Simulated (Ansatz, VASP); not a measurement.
One calculation of KI, two programs

```xyz
2
Lattice="0.0000 3.5396 3.5873 3.5396 0.0000 3.5873 3.5396 3.5396 0.0000" Properties=species:S:1:pos:R:3 pbc="T T T"
K     0.0000    0.0000   -0.3828
I     3.5396    3.5396    3.7053
```

Change from the starting cell: mode 6 frozen in at -0.383 Å, equal normal strain along x and y -0.0133.

Alike in both runs: task single point; functional PBE; k mesh 6 × 6 × 6; occupations gaussian, width 0.05 eV; no spin polarisation.

|  | VASP | Ansatz |
| --- | --- | --- |
| version | VASP 6.6.1 | Ansatz 0.2.0 |
| potentials or method | VASP PAW PBE potentials, release 64 (K_sv, I), cutoff 520 eV | scalar-relativistic, plane waves, PAW |
| valence electrons in the cell | 16 | 26 |

Ansatz gave:

* gap on the k mesh at the Fermi level (eV): 3.98
* least direct gap on the mesh (eV): 3.98
* pressure (GPa): 1.3
* traceless stress, the component that is largest in VASP (GPa): 2.20
* rms of the force components (eV/Å): 0.440

Q: What did VASP give for the same quantities?

A: gap on the k mesh at the Fermi level (eV): 3.97; least direct gap on the mesh (eV): 3.97; pressure (GPa): 1.4; traceless stress, the component that is largest in VASP (GPa): 2.22; rms of the force components (eV/Å): 0.445.

Atom by atom the forces differ by 0.005 eV/Å (rms over components). With one functional, cell and mesh, what is left measures potentials, basis and numerics. VASP's potentials hold 16 valence electrons a cell and Ansatz's 26, so a difference there can come from the potentials and not from the codes.

Neither program's run includes spin-orbit coupling.
